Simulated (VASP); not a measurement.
# TaN (P-62m) in VASP: notebook

TaN is run at these levels: PBE+D4; tasks: single point.

Everything below comes from runs of VASP 6.6.1. Logs are shortened: lines on timing, memory, paths and dates and some standing lists are left out, and cuts for length are marked.

**1. The cell of the first run**

The structure is hexagonal, space group P-62m (No. 189). The conventional cell has a = 5.331 Å, b = 5.331 Å, c = 2.987 Å, α = 90.00°, β = 90.00°, γ = 120.00°. Within 2.9 Å of Ta (site symmetry -6) lie 6 N at 2.22 Å. Within 2.8 Å of Ta (site symmetry -62m) lie 3 N at 2.09 Å. Within 2.8 Å of N (site symmetry m2m) lie 5 Ta at 2.09 to 2.22 Å.

**2. Single point, PBE+D4**

INCAR

```
SYSTEM = TaN
ALGO = Normal
EDIFF = 1E-7
ENCUT = 520
GGA = PE
ISIF = 2
ISMEAR = -1
IVDW = 13
LASPH = .TRUE.
LCHARG = .TRUE.
LELF = .TRUE.
LREAL = .FALSE.
LVHAR = .TRUE.
LWAVE = .FALSE.
NBANDS = 33
NELM = 60
PREC = Accurate
SIGMA = 0.1
```

KPOINTS

```
k-points
0
G
  5 5 8
  0 0 0
```

POSCAR

```
TaN
1.0
    5.3310210114      0.0000000000      0.0000000000
   -2.6655105057      4.6167996259      0.0000000000
    0.0000000000      0.0000000000      2.9866439885
Ta N
3 3
Direct
    0.3333333333      0.6666666667      0.5000000000
    0.6666666667      0.3333333333      0.5000000000
    0.0000000000      0.0000000000      0.0000000000
    0.3928500000      0.0000000000      0.0000000000
    0.6071500000      0.6071500000      0.0000000000
    0.0000000000      0.3928500000      0.0000000000
```

Potentials or basis: VASP PAW PBE potentials, release 64 (Ta_pv, N).

Started as:

```console
> cat potpaw_PBE.64/Ta_pv/POTCAR potpaw_PBE.64/N/POTCAR > POTCAR
> mpirun -np 1 vasp_std > vasp.out
```

OUTCAR:

```text
SYSTEM = TaN
   EDIFF = 1E-7
   ENCUT = 520
   GGA = PE
   ISIF = 2
   ISMEAR = -1
   IVDW = 13
   LASPH = .TRUE.
   LREAL = .FALSE.
   NELM = 60
   PREC = Accurate

 ion  position               nearest neighbor table
   1  0.333  0.667  0.500-   5 2.22   5 2.22   6 2.22   6 2.22   4 2.22   4 2.22   2 3.08   2 3.08
                             2 3.08   3 3.42   3 3.42   3 3.42   3 3.42   3 3.42   3 3.42
   2  0.667  0.333  0.500-   6 2.22   6 2.22   4 2.22   4 2.22   5 2.22   5 2.22   1 3.08   1 3.08
                             1 3.08   3 3.42   3 3.42   3 3.42   3 3.42   3 3.42   3 3.42
   3  0.000  0.000  0.000-   4 2.09   5 2.09   6 2.09   2 3.42   1 3.42   1 3.42   2 3.42   2 3.42
                             2 3.42   1 3.42   1 3.42   2 3.42   2 3.42   1 3.42   1 3.42
   4  0.393  0.000  0.000-   3 2.09   1 2.22   1 2.22   2 2.22   2 2.22
   5  0.607  0.607  0.000-   3 2.09   1 2.22   1 2.22   2 2.22   2 2.22
   6  0.000  0.393  0.000-   3 2.09   2 2.22   2 2.22   1 2.22   1 2.22

  LATTYP: Found a hexagonal cell.
 ALAT       =     5.3310210114
 C/A-ratio  =     0.5602386451

  Lattice vectors:

 A1 = (   5.3310210114,   0.0000000000,   0.0000000000)
 A2 = (  -2.6655105057,   4.6167996259,   0.0000000000)
 A3 = (   0.0000000000,   0.0000000000,   2.9866439885)

Analysis of symmetry for initial positions (statically):
=====================================================================
 Subroutine PRICEL returns:
 Original cell was already a primitive cell.

 Routine SETGRP: Setting up the symmetry group for a
 hexagonal supercell.

 Subroutine GETGRP returns: Found 12 space group operations
 (whereof 12 operations were pure point group operations)
 out of a pool of 24 trial point group operations.

The static configuration has the point symmetry D_3h.

Analysis of symmetry for dynamics (positions and initial velocities):
=====================================================================
 Subroutine PRICEL returns:
 Original cell was already a primitive cell.

 Routine SETGRP: Setting up the symmetry group for a
 hexagonal supercell.

 Subroutine GETGRP returns: Found 12 space group operations
 (whereof 12 operations were pure point group operations)
 out of a pool of 24 trial point group operations.

The dynamic configuration has the point symmetry D_3h.

 Subroutine INISYM returns: Found 12 space group operations
 (whereof 12 operations are pure point group operations),
 and found     1 'primitive' translations

----------------------------------------------------------------------------------------

                                     Primitive cell

  volume of cell :      73.5080

  direct lattice vectors                    reciprocal lattice vectors
     5.331021011  0.000000000  0.000000000     0.187581328  0.108300130  0.000000000
    -2.665510506  4.616799626  0.000000000     0.000000000  0.216600260  0.000000000
     0.000000000  0.000000000  2.986643989     0.000000000  0.000000000  0.334823971

  length of vectors
     5.331021011  5.331021013  2.986643989     0.216600260  0.216600260  0.334823971

  position of ions in fractional coordinates (direct lattice)
     0.333333333  0.666666667  0.500000000
     0.666666667  0.333333333  0.500000000
     0.000000000  0.000000000  0.000000000
     0.392850000  0.000000000  0.000000000
     0.607150000  0.607150000  0.000000000
     0.000000000  0.392850000  0.000000000

  ion indices of the primitive-cell ions
   primitive index   ion index
                 1           1
                 2           2
                 3           3
                 4           4
                 5           5
                 6           6

----------------------------------------------------------------------------------------

 KPOINTS: k-points

Automatic generation of k-mesh.
 Grid dimensions read from file:
 generate k-points for:    5    5    8

 Generating k-lattice:

  Cartesian coordinates                     Fractional coordinates (reciprocal lattice)
     0.037516266  0.021660026  0.000000000     0.200000000  0.000000000  0.000000000
     0.000000000  0.043320052  0.000000000     0.000000000  0.200000000  0.000000000
     0.000000000  0.000000000  0.041852996     0.000000000  0.000000000  0.125000000

  Length of vectors
     0.043320052  0.043320052  0.041852996

  Shift w.r.t. Gamma in fractional coordinates (k-lattice)
     0.000000000  0.000000000  0.000000000

 Subroutine IBZKPT returns following result:
 ===========================================

 Found     25 irreducible k-points:

 Following reciprocal coordinates:
            Coordinates               Weight
  0.000000  0.000000  0.000000      1.000000
  0.200000  0.000000  0.000000      6.000000
  0.400000  0.000000  0.000000      6.000000
  0.200000  0.200000  0.000000      6.000000
  0.400000  0.200000  0.000000      6.000000
  0.000000  0.000000  0.125000      2.000000
[... 16 lines left out ...]
  0.400000  0.000000  0.500000      6.000000
  0.200000  0.200000  0.500000      6.000000
   k-points           NKPTS =     25   k-points in BZ     NKDIM =     25   number of bands    NBANDS=     33
   number of dos      NEDOS =    301   number of ions     NIONS =      6
   total plane-waves  NPLWV =  38400
   dimension x,y,z NGX =    40 NGY =   40 NGZ =   24
   dimension x,y,z NGXF=    80 NGYF=   80 NGZF=   48
   ions per type =               3   3
   NGX,Y,Z   is equivalent  to a cutoff of  12.47, 12.47, 13.36 a.u.
   NGXF,Y,Z  is equivalent  to a cutoff of  24.95, 24.95, 26.72 a.u.
 SYSTEM =  TaN
   PREC   = accura    normal or accurate (medium, high low for compatibility)
   ISTART =      0    job   : 0-new  1-cont  2-samecut
   ICHARG =      2    charge: 1-file 2-atom 10-const
   ISPIN  =      1    spin polarized calculation?
   LNONCOLLINEAR =      F non collinear calculations
   LSORBIT =      F    spin-orbit coupling
   LASPH  =      T    aspherical Exc in radial PAW
   ENCUT  =  520.0 eV  38.22 Ry    6.18 a.u.   9.91  9.91  5.55*2*pi/ulx,y,z
   NELM   =     60;   NELMIN=  2; NELMDL= -5     # of ELM steps
   EDIFF  = 0.1E-06   stopping-criterion for ELM
   LREAL  =      F    real-space projection
   EDIFFG = 0.1E-05   stopping-criterion for IOM
   NSW    =      0    number of steps for IOM
   IBRION =     -1    ionic relax: 0-MD 1-quasi-New 2-CG
   NFREE  =      0    steps in history (QN), initial steepest desc. (CG)
   ISIF   =      2    stress and relaxation
   ISYM   =      2    0-nonsym 1-usesym 2-fastsym
   POTIM  = 0.5000    time-step for ionic-motion
   TEBEG  =    0.0;   TEEND  =   0.0 temperature during run
   PSTRESS=    0.0 pullay stress
   NELECT =      48.0000    total number of electrons
   NUPDOWN=      -1.0000    fix difference up-down
   EMIN   =  10.00;   EMAX   =-10.00  energy-range for DOS
   EFERMI =   0.00;   METHOD = LEGACY
   ISMEAR =    -1;   SIGMA  =   0.10  broadening in eV -4-tet -1-fermi 0-gaus
   EFERMI_NEDOS =   21; number of points for ismear=-14 and -15
   IALGO  =     38    algorithm
   IMIX   =      4    mixing-type and parameters
     AMIX     =   0.40;   BMIX     =  1.00
     AMIX_MAG =   1.60;   BMIX_MAG =  1.00
  volume/ion in A,a.u.               =      12.25        82.68
  Fermi-wavevector in a.u.,A,eV,Ry     =   1.420290  2.683958 27.445985  2.017223
  Thomas-Fermi vector in A             =   2.541221
   LORBIT       =      0    0 simple, 1 ext, 2 COOP (PROOUT), +10 PAW based schemes
   GGA     = PE    functional components
   LHFCALC =     F    Hartree Fock is set to
   AEXX    =    0.0000 exact exchange contribution
   IVDW    =    13    specifies the selected vdW correction
   LEPSILON=     F    determine dielectric tensor
   LRPA    =     F    only Hartree local field effects (RPA)
 non-spin polarized calculation
  energy-cutoff  :      520.00
  volume of cell :       73.51
 maximum number of plane-waves:      2003
 NGX is ok and might be reduce to    40
   NGX = 19   NGY = 19   NGZ = 11

 number of electron      47.9999999 magnetization

 Free energy of the ion-electron system (eV)
  ---------------------------------------------------
  ext. energy  EPLUGINS =         0.00000000
  ---------------------------------------------------
  free energy    TOTEN  =       -67.28176848 eV

  energy without entropy =      -67.25324077  energy(sigma->0) =      -67.26750463

 E-fermi :   7.6095     XC(G=0): -12.5952

 val. band max:        7.4490343976   @ k =   0.2000   0.0000   0.1250
 cond. band min:       7.7199730669   @ k =   0.2000   0.0000   0.2500
 fundamental gap:      0.2709386693
 Fermi energy:         7.6094988065

 k-point     1 :       0.0000    0.0000    0.0000
  band No.  band energies     occupation
      1     -28.7483      2.00000
      2     -28.7483      2.00000
      3     -28.4672      2.00000
      4     -28.4672      2.00000
      5     -28.3429      2.00000
      6     -28.2657      2.00000
[... 25 lines left out ...]
     32      10.3667      0.00000
     33      10.3667      0.00000

 k-point     2 :       0.2000    0.0000    0.0000
  band No.  band energies     occupation
      1     -28.7673      2.00000
      2     -28.7355      2.00000
      3     -28.4652      2.00000
      4     -28.4448      2.00000
      5     -28.3361      2.00000
      6     -28.2721      2.00000
[... 25 lines left out ...]
     32      10.4076      0.00000
     33      10.6237      0.00000
[... 754 lines left out ...]
     32      11.9207      0.00000
     33      12.2941      0.00000

 k-point    24 :       0.2000    0.2000    0.5000
  band No.  band energies     occupation
      1     -28.9583      2.00000
      2     -28.8773      2.00000
      3     -28.6688      2.00000
      4     -28.5853      2.00000
      5     -28.4261      2.00000
      6     -28.3384      2.00000
[... 25 lines left out ...]
     32      11.8488      0.00000
     33      12.2340      0.00000

 [... further k-points ...]

------------------------ aborting loop because EDIFF is reached ----------------------------------------

  DFT-D4 for vdW energy calculation

  Edisp (eV):   -1.65782

  FORCE on cell =-STRESS in cart. coord.  units (eV):
  Direction    XX          YY          ZZ          XY          YZ          ZX
  --------------------------------------------------------------------------------------
  -------------------------------------------------------------------------------------
  Total      -8.94841    -8.94841   -10.03192     0.00000    -0.00000     0.00000
  in kB    -195.03900  -195.03900  -218.65523     0.00000    -0.00000     0.00000
  external pressure =     -202.91 kB  Pullay stress =        0.00 kB

 VOLUME and BASIS-vectors are now :
 -----------------------------------------------------------------------------
  energy-cutoff  :      520.00
  volume of cell :       73.51
      direct lattice vectors                 reciprocal lattice vectors
     5.331021011  0.000000000  0.000000000     0.187581328  0.108300130  0.000000000
    -2.665510506  4.616799626  0.000000000     0.000000000  0.216600260  0.000000000
     0.000000000  0.000000000  2.986643989     0.000000000  0.000000000  0.334823971

 POSITION                                       TOTAL-FORCE (eV/Angst)
 -----------------------------------------------------------------------------------
     -0.00000      3.07787      1.49332         0.000000     -0.000000      0.000000
      2.66551      1.53893      1.49332         0.000000     -0.000000      0.000000
      0.00000      0.00000      0.00000         0.000000     -0.000000      0.000000
      2.09429      0.00000      0.00000        -0.294698     -0.000000      0.000000
      1.61836      2.80309      0.00000         0.147349      0.255216      0.000000
     -1.04715      1.81371      0.00000         0.147349     -0.255216      0.000000
 -----------------------------------------------------------------------------------
    total drift:                               -0.000001     -0.000001      0.000001

  FREE ENERGIE OF THE ION-ELECTRON SYSTEM (eV)
  ---------------------------------------------------
  free  energy   TOTEN  =       -68.9395836167 eV

  energy  without entropy=      -68.9110559040  energy(sigma->0) =      -68.92531976
```

Run time: 1.8 min. Hardware: 1 thread of AMD EPYC 7R43 (Zen 3), shared host; peak memory 0.16 GiB.

What came out:

```
Free energy                : -68.9396 eV
Pressure                   : -20.3 GPa
Largest force              : 0.295 eV/Å
Band gap on the k mesh     : zero (band 24 reaches 9.24 eV, above the bottom of band 25 at 6.38 eV)
Dispersion energy per atom : -0.276 eV
```

Forces on the atoms (eV/Å):
```
Ta   0.000  0.000  0.000
Ta   0.000  0.000  0.000
Ta   0.000  0.000  0.000
N   -0.295  0.000  0.000
N    0.147  0.255  0.000
N    0.147 -0.255  0.000
```

Levels at points of the mesh, in eV from the Fermi level:
```csv
k point,band 21,band 22,band 23,band 24,band 25,band 26,band 27,band 28
"(0.00, 0.00, 0.00)",-4.07,-3.28,-1.89,-0.91,-0.91,0.48,0.48,1.55
"(0.00, 0.00, 0.50)",-4.24,-2.72,-2.72,1.63,1.63,1.70,1.87,1.87
```

Caveat: spin-orbit coupling is left out, which moves the levels of the heavy elements; pairwise dispersion overbinds metals, which lowers pressure and volume.

**3. Single point, PBE+D4**

This run uses another cell than the first one, of 12.71 Å³/atom, 1.037 times its volume.

INCAR

```
ALGO     = Normal         # electronic algorithm
EDIFF    = 1E-6           # SCF threshold, eV
ENCUT    = 520            # plane-wave cutoff, eV
GGA      = PE             # functional
ISIF     = 2              # what is computed and relaxed
ISMEAR   = -1             # smearing method
IVDW     = 13             # dispersion correction
LASPH    = True           # aspherical terms in the spheres
LCHARG   = True           # write CHGCAR
LELF     = True           # ELF
LREAL    = False          # projectors in reciprocal space
LVHAR    = True         
LWAVE    = False          # write WAVECAR
NBANDS   = 33             # bands
NELM     = 60             # most SCF steps
PREC     = Accurate       # precision mode
SIGMA    = 0.1            # smearing width, eV
```

KPOINTS

```
k-points
0
Gamma
  5 5 8
```

Edit POSCAR of step 2 so:

```diff
@@ -2,5 +2,5 @@
 1.0
-    5.3310210114      0.0000000000      0.0000000000
-   -2.6655105057      4.6167996259      0.0000000000
-    0.0000000000      0.0000000000      2.9866439885
+    5.3960398706      0.0000000000      0.0000000000
+   -2.6980199353      4.6731076098      0.0000000000
+    0.0000000000      0.0000000000      3.0230700661
 Ta N
```

Potentials or basis: VASP PAW PBE potentials, release 64 (Ta_pv, N).

Started as:

```console
> cat potpaw_PBE.64/Ta_pv/POTCAR potpaw_PBE.64/N/POTCAR > POTCAR
> mpirun -np 1 vasp_std > vasp.out
```

It took 93 s on 1 thread of AMD EPYC 7R43 (Zen 3), shared host; peak memory 0.17 GiB.

Results (log left out):

* Free energy: -68.5288 eV
* Pressure: -28.0 GPa
* Largest force: 0.420 eV/Å
* Band gap on the k mesh: zero (band 24 reaches 8.77 eV, above the bottom of band 25 at 6.03 eV)
* Dispersion energy per atom: -0.266 eV

Forces in eV/Å, atoms in the order of the input:
```
Ta   0.000  0.000  0.000
Ta   0.000  0.000  0.000
Ta   0.000  0.000  0.000
N   -0.420  0.000  0.000
N    0.210  0.363  0.000
N    0.210 -0.363  0.000
```

Stress tensor (GPa, compression positive):
```
-27.11   0.00   0.00
  0.00 -27.11   0.00
  0.00   0.00 -29.76
```

Levels at points of the mesh, in eV from the Fermi level:
```csv
k point,band 22,band 23,band 24,band 25,band 26,band 27
"(0.00, 0.00, 0.00)",-3.18,-1.82,-0.85,-0.85,0.48,0.48
"(0.00, 0.00, 0.50)",-2.59,-2.59,1.55,1.55,1.64,1.77
```

Caveat: spin-orbit coupling is left out, which moves the levels of the heavy elements; pairwise dispersion overbinds metals, which lowers pressure and volume.
